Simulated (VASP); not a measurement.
# Se (P3_121) in VASP: notebook, part 2 of 2

VASP 6.6.1. The steps go on from the part before.

## 3. Single point, PBEsol (27.81 Å³/atom)

This run uses another cell than the first one, of 27.81 Å³/atom.

The input, INCAR:

```
PREC     = Accurate       # precision mode
ENCUT    = 520            # plane-wave cutoff, eV
EDIFF    = 1E-7           # SCF threshold, eV
ISMEAR   = -1             # smearing method
SIGMA    = 0.03           # smearing width, eV
LREAL    = False          # projectors in reciprocal space
LASPH    = True           # aspherical terms in the spheres
NELM     = 60             # most SCF steps
ALGO     = Normal         # electronic algorithm
ISIF     = 2              # what is computed and relaxed
LWAVE    = False          # write WAVECAR
LCHARG   = False          # write CHGCAR
GGA      = PS             # functional
NBANDS   = 16             # bands
```

The input, KPOINTS:

```
regular mesh
0
Gamma
  6 6 5
```

The input, POSCAR:

```
Se
1.0
    4.3951160230      0.0000000000      0.0000000000
   -2.1975580116      3.8062821286      0.0000000000
    0.0000000000      0.0000000000      4.9864062541
Se
3
Direct
    0.2254000000      0.0000000000      0.3333333333
    0.0000000000      0.2254000000      0.6666666667
    0.7746000000      0.7746000000      0.0000000000
```

Potentials or basis: VASP PAW PBE potentials, release 64 (Se).

Started as:

```sh
> cat potpaw_PBE.64/Se/POTCAR > POTCAR
> mpirun -np 1 vasp_std > vasp.out
```

OUTCAR:

```text
PREC = Accurate
   ENCUT = 520
   EDIFF = 1E-7
   ISMEAR = -1
   LREAL = False
   LASPH = True
   NELM = 60
   ISIF = 2
   GGA = PS

 ion  position               nearest neighbor table
   1  0.225  0.000  0.333-   3 2.39   2 2.39
   2  0.000  0.225  0.667-   3 2.39   1 2.39
   3  0.775  0.775  0.000-   1 2.39   2 2.39

  LATTYP: Found a hexagonal cell.
 ALAT       =     4.3951160230
 C/A-ratio  =     1.1345334749

  Lattice vectors:

 A1 = (   4.3951160230,   0.0000000000,   0.0000000000)
 A2 = (  -2.1975580116,   3.8062821286,   0.0000000000)
 A3 = (   0.0000000000,   0.0000000000,   4.9864062541)

Analysis of symmetry for initial positions (statically):
=====================================================================
 Subroutine PRICEL returns:
 Original cell was already a primitive cell.

 Routine SETGRP: Setting up the symmetry group for a
 hexagonal supercell.

 Subroutine GETGRP returns: Found  6 space group operations
 (whereof  2 operations were pure point group operations)
 out of a pool of 24 trial point group operations.

The static configuration has the point symmetry C_2 .
 The point group associated with its full space group is D_3 .

Analysis of symmetry for dynamics (positions and initial velocities):
=====================================================================
 Subroutine PRICEL returns:
 Original cell was already a primitive cell.

 Routine SETGRP: Setting up the symmetry group for a
 hexagonal supercell.

 Subroutine GETGRP returns: Found  6 space group operations
 (whereof  2 operations were pure point group operations)
 out of a pool of 24 trial point group operations.

The dynamic configuration has the point symmetry C_2 .
 The point group associated with its full space group is D_3 .

 Subroutine INISYM returns: Found  6 space group operations
 (whereof  2 operations are pure point group operations),
 and found     1 'primitive' translations

----------------------------------------------------------------------------------------

                                     Primitive cell

  volume of cell :      83.4178

  direct lattice vectors                    reciprocal lattice vectors
     4.395116023  0.000000000  0.000000000     0.227525279  0.131361781  0.000000000
    -2.197558012  3.806282129  0.000000000     0.000000000  0.262723562  0.000000000
     0.000000000  0.000000000  4.986406254     0.000000000  0.000000000  0.200545232

  length of vectors
     4.395116023  4.395116023  4.986406254     0.262723562  0.262723562  0.200545232

  position of ions in fractional coordinates (direct lattice)
     0.225400000  0.000000000  0.333333333
     0.000000000  0.225400000  0.666666667
     0.774600000  0.774600000  0.000000000

  ion indices of the primitive-cell ions
   primitive index   ion index
                 1           1
                 2           2
                 3           3

----------------------------------------------------------------------------------------

 KPOINTS: regular mesh

Automatic generation of k-mesh.
 Grid dimensions read from file:
 generate k-points for:    6    6    5

 Generating k-lattice:

  Cartesian coordinates                     Fractional coordinates (reciprocal lattice)
     0.037920880  0.021893630  0.000000000     0.166666667  0.000000000  0.000000000
     0.000000000  0.043787260  0.000000000     0.000000000  0.166666667  0.000000000
     0.000000000  0.000000000  0.040109046     0.000000000  0.000000000  0.200000000

  Length of vectors
     0.043787260  0.043787260  0.040109046

  Shift w.r.t. Gamma in fractional coordinates (k-lattice)
     0.000000000  0.000000000  0.000000000

 Subroutine IBZKPT returns following result:
 ===========================================

 Found     27 irreducible k-points:

 Following reciprocal coordinates:
            Coordinates               Weight
  0.000000  0.000000  0.000000      1.000000
  0.166667  0.000000  0.000000      6.000000
  0.333333  0.000000  0.000000      6.000000
  0.500000 -0.000000  0.000000      3.000000
  0.166667  0.166667  0.000000      6.000000
  0.333333  0.166667  0.000000     12.000000
[... 16 lines left out ...]
  0.500000 -0.000000  0.400000      6.000000
  0.166667  0.166667  0.400000     12.000000
 [... further k-points ...]
   k-points           NKPTS =     27   k-points in BZ     NKDIM =     27   number of bands    NBANDS=     16
   number of dos      NEDOS =    301   number of ions     NIONS =      3
   total plane-waves  NPLWV =  51840
   dimension x,y,z NGX =    36 NGY =   36 NGZ =   40
   dimension x,y,z NGXF=    72 NGYF=   72 NGZF=   80
   ions per type =               3
   NGX,Y,Z   is equivalent  to a cutoff of  13.62, 13.62, 13.34 a.u.
   NGXF,Y,Z  is equivalent  to a cutoff of  27.23, 27.23, 26.67 a.u.
 SYSTEM =  unknown system
   PREC   = accura    normal or accurate (medium, high low for compatibility)
   ISTART =      0    job   : 0-new  1-cont  2-samecut
   ICHARG =      2    charge: 1-file 2-atom 10-const
   ISPIN  =      1    spin polarized calculation?
   LNONCOLLINEAR =      F non collinear calculations
   LSORBIT =      F    spin-orbit coupling
   LASPH  =      T    aspherical Exc in radial PAW
   ENCUT  =  520.0 eV  38.22 Ry    6.18 a.u.   8.17  8.17  9.27*2*pi/ulx,y,z
   NELM   =     60;   NELMIN=  2; NELMDL= -5     # of ELM steps
   EDIFF  = 0.1E-06   stopping-criterion for ELM
   LREAL  =      F    real-space projection
   EDIFFG = 0.1E-05   stopping-criterion for IOM
   NSW    =      0    number of steps for IOM
   IBRION =     -1    ionic relax: 0-MD 1-quasi-New 2-CG
   NFREE  =      0    steps in history (QN), initial steepest desc. (CG)
   ISIF   =      2    stress and relaxation
   ISYM   =      2    0-nonsym 1-usesym 2-fastsym
   POTIM  = 0.5000    time-step for ionic-motion
   TEBEG  =    0.0;   TEEND  =   0.0 temperature during run
   PSTRESS=    0.0 pullay stress
   NELECT =      18.0000    total number of electrons
   NUPDOWN=      -1.0000    fix difference up-down
   EMIN   =  10.00;   EMAX   =-10.00  energy-range for DOS
   EFERMI =   0.00;   METHOD = LEGACY
   ISMEAR =    -1;   SIGMA  =   0.03  broadening in eV -4-tet -1-fermi 0-gaus
   EFERMI_NEDOS =   21; number of points for ismear=-14 and -15
   IALGO  =     38    algorithm
   IMIX   =      4    mixing-type and parameters
     AMIX     =   0.40;   BMIX     =  1.00
     AMIX_MAG =   1.60;   BMIX_MAG =  1.00
  volume/ion in A,a.u.               =      27.81       187.64
  Fermi-wavevector in a.u.,A,eV,Ry     =   0.981927  1.855574 13.118482  0.964181
  Thomas-Fermi vector in A             =   2.112971
   LORBIT       =      0    0 simple, 1 ext, 2 COOP (PROOUT), +10 PAW based schemes
   GGA     = PS    functional components
   LHFCALC =     F    Hartree Fock is set to
   AEXX    =    0.0000 exact exchange contribution
   IVDW    =     0    specifies the selected vdW correction
   LEPSILON=     F    determine dielectric tensor
   LRPA    =     F    only Hartree local field effects (RPA)
 non-spin polarized calculation
  energy-cutoff  :      520.00
  volume of cell :       83.42
 maximum number of plane-waves:      2258
 NGX is ok and might be reduce to    36
   NGX = 17   NGY = 17   NGZ = 19

 number of electron      18.0000000 magnetization

 Free energy of the ion-electron system (eV)
  ---------------------------------------------------
  ext. energy  EPLUGINS =         0.00000000
  ---------------------------------------------------
  free energy    TOTEN  =       -11.48399724 eV

  energy without entropy =      -11.48399724  energy(sigma->0) =      -11.48399724

 E-fermi :   2.9175     XC(G=0):  -8.9515

 val. band max:        2.2666886837   @ k =  -0.1667   0.5000   0.4000
 cond. band min:       3.5094158999   @ k =   0.0000   0.0000   0.4000
 fundamental gap:      1.2427272162
 Fermi energy:         2.9175358918

 k-point     1 :       0.0000    0.0000    0.0000
  band No.  band energies     occupation
      1     -13.3412      2.00000
      2      -9.3196      2.00000
      3      -9.3196      2.00000
      4      -1.4241      2.00000
      5      -1.4241      2.00000
      6      -1.3234      2.00000
[... 8 lines left out ...]
     15       8.7576      0.00000
     16      10.6917      0.00000
[... 420 lines left out ...]
  band No.  band energies     occupation
      1     -12.3750      2.00000
      2     -11.5584      2.00000
      3      -7.8664      2.00000
      4      -2.8816      2.00000
      5      -2.0124      2.00000
      6      -1.4240      2.00000
[... 8 lines left out ...]
     15      10.1855      0.00000
     16      10.5837      0.00000

 [... further k-points ...]

------------------------ aborting loop because EDIFF is reached ----------------------------------------

  FORCE on cell =-STRESS in cart. coord.  units (eV):
  Direction    XX          YY          ZZ          XY          YZ          ZX
  --------------------------------------------------------------------------------------
  -------------------------------------------------------------------------------------
  Total       -0.5349372     -0.5349372     -0.0796281      0.0000000      0.0000000      0.0000000
  in kB      -10.2743504    -10.2743504     -1.5293892      0.0000000      0.0000000      0.0000000
  external PRESSURE =      -7.3593634 kB  Pullay stress =       0.0000000 kB

 VOLUME and BASIS-vectors are now :
 -----------------------------------------------------------------------------
  energy-cutoff  :      520.00
  volume of cell :       83.42
      direct lattice vectors                 reciprocal lattice vectors
     4.395116023  0.000000000  0.000000000     0.227525279  0.131361781  0.000000000
    -2.197558012  3.806282129  0.000000000     0.000000000  0.262723562  0.000000000
     0.000000000  0.000000000  4.986406254     0.000000000  0.000000000  0.200545232

 POSITION                                       TOTAL-FORCE (eV/Angst)
 -----------------------------------------------------------------------------------
      0.99066      0.00000      1.66214         0.126430      0.000000      0.000000
     -0.49533      0.85794      3.32427        -0.063215      0.109491     -0.000000
      1.70223      2.94835      0.00000        -0.063215     -0.109491     -0.000000
 -----------------------------------------------------------------------------------
    total drift:                                0.000000      0.000001     -0.000000

  FREE ENERGIE OF THE ION-ELECTRON SYSTEM (eV)
  ---------------------------------------------------
  free  energy   TOTEN  =       -11.4839972419 eV

  energy  without entropy=      -11.4839972419  energy(sigma->0) =      -11.48399724
```

It took 73 s on 1 thread of AMD EPYC 7R43 (Zen 3), shared host; peak memory 0.17 GiB.

What came out:

| Item | Value |
| --- | --- |
| Free energy | -11.4840 eV |
| Pressure | -0.7 GPa |
| Largest force | 0.126 eV/Å |
| Band gap on the k mesh | 1.24 eV (least direct gap 1.42 eV) |

Forces in eV/Å, atoms in the order of the input:
```
Se   0.126  0.000  0.000
Se  -0.063  0.109  0.000
Se  -0.063 -0.109  0.000
```

Caveat: the PAW data sets were made with another functional, which shifts forces and pressure a little; an odd mesh through Γ misses points on the zone boundary, where band edges can lie.
